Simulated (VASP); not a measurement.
# GaN: single point with r2SCAN

The system is GaN.

```
Ga N
1.0
     0.00000    2.14083    2.14083
     2.14083    0.00000    2.14083
     2.14083    2.14083    0.00000
Ga N
1 1
Direct
  0.00000 0.00000 0.00000
  0.75000 0.75000 0.75000
```

This cell differs from its parent crystal: strain -0.050 along x and y, -0.050 along z.

```
Program             : VASP 6.6.1
Task                : single point
Functional          : r2SCAN
Potentials or basis : VASP PAW PBE potentials, release 64 (Ga_d, N)
Cutoff              : 520 eV
k mesh              : 10 × 10 × 10
Occupations         : gaussian, width 0.05 eV
Spin                : no spin polarisation
```

```json
{
  "Pressure": "41.5 GPa",
  "Band gap on the k mesh": "3.14 eV, direct"
}
```

Levels at points of the mesh, in eV from the valence-band top:
```csv
k point,band 5,band 6,band 7,band 8,band 9,band 10,band 11,band 12,band 13,band 14
"(0.00, 0.00, 0.00)",-13.52,-13.52,0.00,0.00,0.00,3.14,12.02,12.02,12.02,20.68
"(0.50, 0.00, 0.00)",-13.45,-12.33,-8.29,-1.22,-1.22,6.27,10.24,11.81,11.81,17.99
"(0.50, 0.50, 0.00)",-13.39,-11.98,-6.92,-3.40,-3.40,3.82,8.14,13.89,16.70,16.70
```

It took 2.8 min on 1 thread of AMD EPYC 7R13, with other jobs on the host, peak memory 0.12 GiB.

Caveat: the cell differs from its parent crystal (strain -0.050 along x and y, -0.050 along z); the PAW data sets were made with another functional, which shifts forces and pressure a little.
